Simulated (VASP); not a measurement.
# Al (Fm-3m) in VASP: further runs

The runs below take Al through relaxation of cell and atoms, with PBE.

Program: VASP 6.6.1. These are calculated values, not measurements. Logs are shortened: lines on timing, memory, paths and dates and some standing lists are left out, and cuts for length are marked.

## Step 1: The cell of the first run

It takes space group Fm-3m (No. 225, cubic). Conventional cell: a = 4.050 Å, b = 4.050 Å, c = 4.050 Å, α = 90.00°, β = 90.00°, γ = 90.00°. Al (site symmetry m-3m) has 12 Al at 2.86 Å within 3.8 Å.

## Step 2: Relaxation of cell and atoms, PBE, target pressure 20 GPa, at which the enthalpy is minimised

Contents of INCAR:

```
PREC     = Accurate       # precision mode
ENCUT    = 500            # plane-wave cutoff, eV
EDIFF    = 1E-7           # SCF threshold, eV
ISMEAR   = 0              # smearing method
SIGMA    = 0.1            # smearing width, eV
LREAL    = False          # projectors in reciprocal space
LASPH    = True           # aspherical terms in the spheres
NELM     = 120            # most SCF steps
ALGO     = Normal         # electronic algorithm
ISIF     = 3              # what is computed and relaxed
LWAVE    = False          # write WAVECAR
LCHARG   = False          # write CHGCAR
GGA      = PE             # functional
IBRION   = 2              # ionic algorithm
NSW      = 80             # ionic steps
EDIFFG   = -0.01          # ionic threshold
PSTRESS  = 200.0        
GGA_COMPAT= False        
NELMIN   = 4
```

Contents of KPOINTS:

```
Automatic mesh
0
Gamma
  16 16 16
```

Contents of POSCAR:

```
Al
1.0
    2.8635070000      0.0000000000      0.0000000000
    1.4317535000      2.4798698059      0.0000000000
    1.4317535000      0.8266232686      2.3380436750
Al
1
Direct
    0.0000000000      0.0000000000      0.0000000000
```

Potentials or basis: VASP PAW PBE potentials, release 64 (Al).

Run with:

```
$ cat potpaw_PBE.64/Al/POTCAR > POTCAR
$ mpirun -np 1 vasp_std > vasp.out
```

OUTCAR:

```text
PREC = Accurate
   ENCUT = 500
   EDIFF = 1E-7
   ISMEAR = 0
   LREAL = False
   LASPH = True
   NELM = 120
   ISIF = 3
   GGA = PE
   IBRION = 2
   NSW = 80
   EDIFFG = -0.01
   PSTRESS = 200.0
   NELMIN = 4

 ion  position               nearest neighbor table
   1  0.000  0.000  0.000-

  LATTYP: Found a face centered cubic cell.
 ALAT       =     4.0496104353

  Lattice vectors:

 A1 = (   2.8635070000,   0.0000000000,   0.0000000000)
 A2 = (   1.4317535000,   2.4798698059,   0.0000000000)
 A3 = (   1.4317535000,   0.8266232686,   2.3380436750)

Analysis of symmetry for initial positions (statically):
=====================================================================
 Subroutine PRICEL returns:
 Original cell was already a primitive cell.

 Routine SETGRP: Setting up the symmetry group for a
 face centered cubic supercell.

 Subroutine GETGRP returns: Found 48 space group operations
 (whereof 48 operations were pure point group operations)
 out of a pool of 48 trial point group operations.

The static configuration has the point symmetry O_h .

Analysis of symmetry for dynamics (positions and initial velocities):
=====================================================================
 Subroutine PRICEL returns:
 Original cell was already a primitive cell.

 Routine SETGRP: Setting up the symmetry group for a
 face centered cubic supercell.

 Subroutine GETGRP returns: Found 48 space group operations
 (whereof 48 operations were pure point group operations)
 out of a pool of 48 trial point group operations.

The dynamic configuration has the point symmetry O_h .

 Subroutine INISYM returns: Found 48 space group operations
 (whereof 48 operations are pure point group operations),
 and found     1 'primitive' translations

----------------------------------------------------------------------------------------

                                     Primitive cell

  volume of cell :      16.6027

  direct lattice vectors                    reciprocal lattice vectors
     2.863507000  0.000000000  0.000000000     0.349222125 -0.201623488 -0.142569336
     1.431753500  2.479869806  0.000000000     0.000000000  0.403246976 -0.142569336
     1.431753500  0.826623269  2.338043675     0.000000000  0.000000000  0.427708007

  length of vectors
     2.863507000  2.863507000  2.863507000     0.427708007  0.427708007  0.427708007

  position of ions in fractional coordinates (direct lattice)
     0.000000000  0.000000000  0.000000000

  ion indices of the primitive-cell ions
   primitive index   ion index
                 1           1

----------------------------------------------------------------------------------------

 KPOINTS: Automatic mesh

Automatic generation of k-mesh.
 Grid dimensions read from file:
 generate k-points for:   16   16   16

 Generating k-lattice:

  Cartesian coordinates                     Fractional coordinates (reciprocal lattice)
     0.021826383 -0.012601468 -0.008910583     0.062500000  0.000000000  0.000000000
     0.000000000  0.025202936 -0.008910583     0.000000000  0.062500000  0.000000000
     0.000000000  0.000000000  0.026731750     0.000000000  0.000000000  0.062500000

  Length of vectors
     0.026731750  0.026731750  0.026731750

  Shift w.r.t. Gamma in fractional coordinates (k-lattice)
     0.000000000  0.000000000  0.000000000

 Subroutine IBZKPT returns following result:
 ===========================================

 Found    145 irreducible k-points:

 Following reciprocal coordinates:
            Coordinates               Weight
  0.000000  0.000000  0.000000      1.000000
  0.062500 -0.000000  0.000000      8.000000
  0.125000 -0.000000  0.000000      8.000000
  0.187500 -0.000000 -0.000000      8.000000
  0.250000 -0.000000  0.000000      8.000000
  0.312500 -0.000000  0.000000      8.000000
[... 16 lines left out ...]
 -0.125000  0.062500 -0.000000     24.000000
 -0.062500  0.062500 -0.000000     12.000000
 [... further k-points ...]
   k-points           NKPTS =    145   k-points in BZ     NKDIM =    145   number of bands    NBANDS=      5
   number of dos      NEDOS =    301   number of ions     NIONS =      1
   total plane-waves  NPLWV =  13824
   dimension x,y,z NGX =    24 NGY =   24 NGZ =   24
   dimension x,y,z NGXF=    48 NGYF=   48 NGZF=   48
   ions per type =               1
   NGX,Y,Z   is equivalent  to a cutoff of  13.93, 13.93, 13.93 a.u.
   NGXF,Y,Z  is equivalent  to a cutoff of  27.87, 27.87, 27.87 a.u.
 SYSTEM =  unknown system
   PREC   = accura    normal or accurate (medium, high low for compatibility)
   ISTART =      0    job   : 0-new  1-cont  2-samecut
   ICHARG =      2    charge: 1-file 2-atom 10-const
   ISPIN  =      1    spin polarized calculation?
   LNONCOLLINEAR =      F non collinear calculations
   LSORBIT =      F    spin-orbit coupling
   LASPH  =      T    aspherical Exc in radial PAW
   ENCUT  =  500.0 eV  36.75 Ry    6.06 a.u.   5.22  5.22  5.22*2*pi/ulx,y,z
   NELM   =    120;   NELMIN=  4; NELMDL= -5     # of ELM steps
   EDIFF  = 0.1E-06   stopping-criterion for ELM
   LREAL  =      F    real-space projection
   EDIFFG = -.1E-01   stopping-criterion for IOM
   NSW    =     80    number of steps for IOM
   IBRION =      2    ionic relax: 0-MD 1-quasi-New 2-CG
   NFREE  =      1    steps in history (QN), initial steepest desc. (CG)
   ISIF   =      3    stress and relaxation
   ISYM   =      2    0-nonsym 1-usesym 2-fastsym
   POTIM  = 0.5000    time-step for ionic-motion
   TEBEG  =    0.0;   TEEND  =   0.0 temperature during run
   PSTRESS=  200.0 pullay stress
   NELECT =       3.0000    total number of electrons
   NUPDOWN=      -1.0000    fix difference up-down
   EMIN   =  10.00;   EMAX   =-10.00  energy-range for DOS
   EFERMI =   0.00;   METHOD = LEGACY
   ISMEAR =     0;   SIGMA  =   0.10  broadening in eV -4-tet -1-fermi 0-gaus
   EFERMI_NEDOS =   21; number of points for ismear=-14 and -15
   IALGO  =     38    algorithm
   IMIX   =      4    mixing-type and parameters
     AMIX     =   0.40;   BMIX     =  1.00
     AMIX_MAG =   1.60;   BMIX_MAG =  1.00
  volume/ion in A,a.u.               =      16.60       112.04
  Fermi-wavevector in a.u.,A,eV,Ry     =   0.925526  1.748991 11.654731  0.856599
  Thomas-Fermi vector in A             =   2.051390
   LORBIT       =      0    0 simple, 1 ext, 2 COOP (PROOUT), +10 PAW based schemes
   GGA     = PE    functional components
   LHFCALC =     F    Hartree Fock is set to
   AEXX    =    0.0000 exact exchange contribution
   IVDW    =     0    specifies the selected vdW correction
   LEPSILON=     F    determine dielectric tensor
   LRPA    =     F    only Hartree local field effects (RPA)
 conjugate gradient relaxation of ions
 non-spin polarized calculation
 Gauss-broadening in eV      SIGMA  =   0.10
  energy-cutoff  :      500.00
  volume of cell :       16.60
 maximum number of plane-waves:       444
 NGX is ok and might be reduce to    24
   NGX = 11   NGY = 11   NGZ = 11

--------------------------------------- Ionic step        1  -------------------------------------------

 number of electron       3.0000000 magnetization

 Free energy of the ion-electron system (eV)
  ---------------------------------------------------
  ext. energy  EPLUGINS =         0.00000000
  ---------------------------------------------------
  free energy    TOTEN  =        -3.75193092 eV

  energy without entropy =       -3.75070265  energy(sigma->0) =       -3.75131679

------------------------ aborting loop because EDIFF is reached ----------------------------------------

  FORCE on cell =-STRESS in cart. coord.  units (eV):
  Direction    XX          YY          ZZ          XY          YZ          ZX
  --------------------------------------------------------------------------------------
  -------------------------------------------------------------------------------------
  Total       -0.0606926     -0.0606926     -0.0606926      0.0000000      0.0000000     -0.0000000
  in kB       -5.8568798     -5.8568798     -5.8568798      0.0000000      0.0000000     -0.0000000
  external PRESSURE =    -205.8568798 kB  Pullay stress =     200.0000000 kB

 VOLUME and BASIS-vectors are now :
 -----------------------------------------------------------------------------
  energy-cutoff  :      500.00
  volume of cell :       16.60
      direct lattice vectors                 reciprocal lattice vectors
     2.863507000  0.000000000  0.000000000     0.349222125 -0.201623488 -0.142569336
     1.431753500  2.479869806  0.000000000     0.000000000  0.403246976 -0.142569336
     1.431753500  0.826623269  2.338043675     0.000000000  0.000000000  0.427708007
[... 7 lines left out ...]
  FREE ENERGIE OF THE ION-ELECTRON SYSTEM (eV)
  ---------------------------------------------------
  free  energy   TOTEN  =        -3.7519309243 eV

  energy  without entropy=       -3.7507026492  energy(sigma->0) =       -3.75131679

  enthalpy is  TOTEN    =        -1.6794088601 eV   P V=        2.0725220641

--------------------------------------- Ionic step        2  -------------------------------------------

 number of electron       3.0000000 magnetization

 E-fermi :  11.7965     XC(G=0): -11.4139

 val. band max:       11.6558912432   @ k =   0.3750   0.0625   0.0000
 cond. band min:      11.8374546497   @ k =  -0.4375   0.3750   0.0625
 fundamental gap:      0.1815634065
 Fermi energy:        11.7965399095

 k-point     1 :       0.0000    0.0000    0.0000
  band No.  band energies     occupation
      1      -1.7541      2.00000
      2      26.3182      0.00000
      3      26.3182      0.00000
      4      26.3182      0.00000
      5      30.5792      0.00000

 k-point     2 :       0.0625   -0.0000    0.0000
  band No.  band energies     occupation
      1      -1.6230      2.00000
      2      24.5492      0.00000
      3      26.1403      0.00000
      4      26.1403      0.00000
      5      30.4854      0.00000

 k-point     3 :       0.1250   -0.0000    0.0000
  band No.  band energies     occupation
      1      -1.2309      2.00000
      2      21.6517      0.00000
      3      25.7506      0.00000
      4      25.7506      0.00000
      5      30.0952      0.00000
[... 233 lines left out ...]
  FREE ENERGIE OF THE ION-ELECTRON SYSTEM (eV)
  ---------------------------------------------------
  free  energy   TOTEN  =        -3.6191894828 eV

  energy  without entropy=       -3.6180941663  energy(sigma->0) =       -3.61864182

  enthalpy is  TOTEN    =        -1.8816066616 eV   P V=        1.7375828212

--------------------------------------- Ionic step        4  -------------------------------------------

 number of electron       3.0000000 magnetization

 Free energy of the ion-electron system (eV)
  ---------------------------------------------------
  ext. energy  EPLUGINS =         0.00000000
  ---------------------------------------------------
  free energy    TOTEN  =        -3.61298406 eV

  energy without entropy =       -3.61189348  energy(sigma->0) =       -3.61243877

 E-fermi :   9.9787     XC(G=0): -10.8421

 val. band max:        9.8729556879   @ k =  -0.2500   0.3125   0.1250
 cond. band min:      10.0326877834   @ k =  -0.3125   0.4375   0.1250
 fundamental gap:      0.1597320955
 Fermi energy:         9.9787383914

 k-point     1 :       0.0000    0.0000    0.0000
  band No.  band energies     occupation
      1      -2.4528      2.00000
      2      23.5651      0.00000
      3      23.5651      0.00000
      4      23.5651      0.00000
      5      26.4758      0.00000

 k-point     2 :       0.0625   -0.0000    0.0000
  band No.  band energies     occupation
      1      -2.3337      2.00000
      2      21.8183      0.00000
      3      23.3227      0.00000
      4      23.3227      0.00000
      5      26.7539      0.00000

 k-point     3 :       0.1250   -0.0000    0.0000
  band No.  band energies     occupation
      1      -1.9772      2.00000
      2      19.0934      0.00000
      3      22.8529      0.00000
      4      22.8529      0.00000
      5      26.5413      0.00000
[... 190 lines left out ...]
 POSITION                                       TOTAL-FORCE (eV/Angst)
 -----------------------------------------------------------------------------------
      1.34842      2.33553      0.00000        -0.000000      0.000000      0.000000
 -----------------------------------------------------------------------------------
    total drift:                               -0.000000     -0.000000     -0.000000

  FREE ENERGIE OF THE ION-ELECTRON SYSTEM (eV)
  ---------------------------------------------------
  free  energy   TOTEN  =        -3.6129840616 eV

  energy  without entropy=       -3.6118934832  energy(sigma->0) =       -3.61243877

  enthalpy is  TOTEN    =        -1.8817028710 eV   P V=        1.7312811906

 reached required accuracy - stopping structural energy minimisation
```

It took 12 s on 1 thread of Intel Xeon Platinum 8488C (Sapphire Rapids), shared host; peak memory 0.14 GiB.

Results:

```yaml
Free_energy: -3.6130 eV
Relaxed_volume: 13.87 Å³/atom
Relaxed_cell: a = 2.697 Å, b = 2.697 Å, c = 2.697 Å, α = 60.00°, β = 60.00°, γ = 60.00°
Space_group_after_relaxing_to_0.05_Å: Fm-3m (No. 225)
Energy_change_on_relaxing_the_enthalpy_is_what_falls: +138.9 meV/atom
Ionic_steps: 4
Pressure_after_relaxing: 20.0 GPa
```

The path:
| step | energy change (eV) | largest force (eV/Å) | pressure (GPa) | volume (Å³) |
| --- | --- | --- | --- | --- |
| 1 | 0.0000 | 0.0000 | -0.59 | 16.60 |
| 2 | 0.5333 | 0.0000 | 50.39 | 11.99 |
| 3 | 0.1327 | 0.0000 | 19.41 | 13.92 |
| 4 | 0.1389 | 0.0000 | 19.99 | 13.87 |

Final structure:
```
Al
1.0
     2.69684    0.00000    0.00000
     1.34842    2.33553    0.00000
     1.34842    0.77851    2.20196
Al
1
Cartesian
  1.3484 2.3355 0.0000
```

Levels at points of the mesh, in eV from the Fermi level:
```
           k point  band 1  band 2  band 3  band 4  band 5
(0.00, 0.00, 0.00)  -12.43   13.59   13.59   13.59   16.50
(0.50, 0.00, 0.00)   -5.35   -4.67   12.26   12.26   13.37
(0.50, 0.50, 0.00)   -3.38   -1.73    5.25    6.44    6.44
```

Caveat: the cell is relaxed towards a set pressure, so the enthalpy falls and the energy may rise; the volume moved by over 15 % at a fixed basis, so the end points are rough.

## Step 3: Relaxation of cell and atoms, PBE, target pressure 30 GPa, at which the enthalpy is minimised

Contents of INCAR:

```
SYSTEM = Al
PREC = Accurate ; ENCUT = 500
EDIFF = 1E-7 ; ISMEAR = 0
SIGMA = 0.1 ; LREAL = .FALSE.
LASPH = .TRUE. ; NELM = 120
ALGO = Normal ; ISIF = 3
LWAVE = .FALSE. ; LCHARG = .FALSE.
GGA = PE ; IBRION = 2
NSW = 80 ; EDIFFG = -0.01
PSTRESS = 300.0 ; GGA_COMPAT = .FALSE.
NELMIN = 4
```

Contents of KPOINTS:

```
regular mesh
0
G
  16 16 16
  0 0 0
```

POSCAR is that of step 2.

Potentials or basis: VASP PAW PBE potentials, release 64 (Al).

Run with:

```
$ cat potpaw_PBE.64/Al/POTCAR > POTCAR
$ mpirun -np 1 vasp_std > vasp.out
```

Wall time 24 s (1 thread of Intel Xeon Platinum 8488C (Sapphire Rapids), shared host); peak memory 0.15 GiB.

The run converged. Its results:

```yaml
Free_energy: -3.4951 eV
Relaxed_volume: 13.11 Å³/atom
Relaxed_cell: a = 2.647 Å, b = 2.647 Å, c = 2.647 Å, α = 60.00°, β = 60.00°, γ = 60.00°
Space_group_after_relaxing_to_0.05_Å: Fm-3m (No. 225)
Energy_change_on_relaxing_the_enthalpy_is_what_falls: +256.8 meV/atom
Ionic_steps: 7
Pressure_after_relaxing: 30.0 GPa
```

The path:
```tsv
step	energy change (eV)	largest force (eV/Å)	pressure (GPa)	volume (Å³)
1	0.0000	0.0000	-0.59	16.60
2	1.4432	0.0000	110.49	10.09
3	0.2250	0.0000	27.44	13.28
4	0.2498	0.0000	29.45	13.15
5	0.2617	0.0000	30.39	13.08
6	0.2514	0.0000	29.58	13.14
7	0.2568	0.0000	30.01	13.11
```

Final structure:
```yaml
crystal:
  lattice:
    - [2.64651, 0.00000, 0.00000]
    - [1.32325, 2.29194, 0.00000]
    - [1.32325, 0.76398, 2.16086]
  atoms:
    - { symbol: Al, position: [0.00000, 0.00000, 0.00000] }
```

Levels at points of the mesh, in eV from the Fermi level:
```tsv
k point	band 1	band 2	band 3	band 4	band 5
(0.00, 0.00, 0.00)	-12.87	13.93	13.93	13.93	17.34
(0.50, 0.00, 0.00)	-5.60	-4.77	12.53	12.53	14.08
(0.50, 0.50, 0.00)	-3.53	-1.79	5.24	6.75	6.75
```

Caveat: the cell is relaxed towards a set pressure, so the enthalpy falls and the energy may rise; the volume moved by over 15 % at a fixed basis, so the end points are rough.

## Step 4: Relaxation of cell and atoms, PBE, target pressure 40 GPa, at which the enthalpy is minimised

Contents of INCAR:

```
SYSTEM = Al
  PREC = Accurate
  ENCUT = 500
  EDIFF = 1E-7
  ISMEAR = 0
  SIGMA = 0.1
  LREAL = .FALSE.
  LASPH = .TRUE.
  NELM = 120
  ALGO = Normal
  ISIF = 3
  LWAVE = .FALSE.
  LCHARG = .FALSE.
  GGA = PE
  IBRION = 2
  NSW = 80
  EDIFFG = -0.01
  PSTRESS = 400.0
  GGA_COMPAT = .FALSE.
  NELMIN = 4
```

Contents of KPOINTS:

```
Automatic mesh
0
G
  16 16 16
  0 0 0
```

POSCAR is that of step 3.

Run with:

```
$ cat potpaw_PBE.64/Al/POTCAR > POTCAR
$ mpirun -np 1 vasp_std > vasp.out
```

Wall time 23 s (1 thread of Intel Xeon Platinum 8488C (Sapphire Rapids), shared host); peak memory 0.14 GiB.

It converged, with:

* Free energy: -3.3635 eV
* Relaxed volume: 12.50 Å³/atom
* Relaxed cell: a = 2.605 Å, b = 2.605 Å, c = 2.605 Å, α = 60.00°, β = 60.00°, γ = 60.00°
* Space group after relaxing (to 0.05 Å): Fm-3m (No. 225)
* Energy change on relaxing (the enthalpy is what falls): +388.5 meV/atom
* Ionic steps: 5
* Pressure after relaxing: 40.0 GPa

The path:
```csv
step,energy change (eV),largest force (eV/Å),pressure (GPa),volume (Å³)
1,0.0000,0.0000,-0.59,16.60
2,3.1025,0.0000,217.86,8.41
3,0.2994,0.0000,33.33,12.89
4,0.3609,0.0000,37.99,12.61
5,0.3885,0.0000,40.02,12.50
```

Final structure:
```
Al
1.0
     2.60511    0.00000    0.00000
     1.30255    2.25609    0.00000
     1.30255    0.75203    2.12706
Al
1
Direct
  0.00000 0.00000 0.00000
```

Levels at points of the mesh, in eV from the Fermi level:
| k point | band 1 | band 2 | band 3 | band 4 |
| --- | --- | --- | --- | --- |
| (0.00, 0.00, 0.00) | -13.24 | 14.23 | 14.23 | 14.23 |
| (0.50, 0.00, 0.00) | -5.80 | -4.84 | 12.78 | 12.78 |
| (0.50, 0.50, 0.00) | -3.63 | -1.85 | 5.25 | 7.04 |

Caveat: the cell is relaxed towards a set pressure, so the enthalpy falls and the energy may rise; the volume moved by over 15 % at a fixed basis, so the end points are rough.

## Step 5: Summary

| cell | gap on the mesh (eV) | pressure (GPa) |
| --- | --- | --- |
| relaxed to 20 GPa | none | 20.0 |
| relaxed to 30 GPa | none | 30.0 |
| relaxed to 40 GPa | none | 40.0 |

Alike in all rows: task relaxation of cell and atoms; level PBE; potentials or basis VASP PAW PBE potentials, release 64 (Al); no spin polarisation; k mesh 16 × 16 × 16; cutoff (eV) 500; smearing gaussian 0.1 eV.

Caveats: the cell is relaxed towards a set pressure, so the enthalpy falls and the energy may rise; the volume moved by over 15 % at a fixed basis, so the end points are rough.

Total energies depend on the potentials used, so only differences within one code and one set of settings carry meaning.
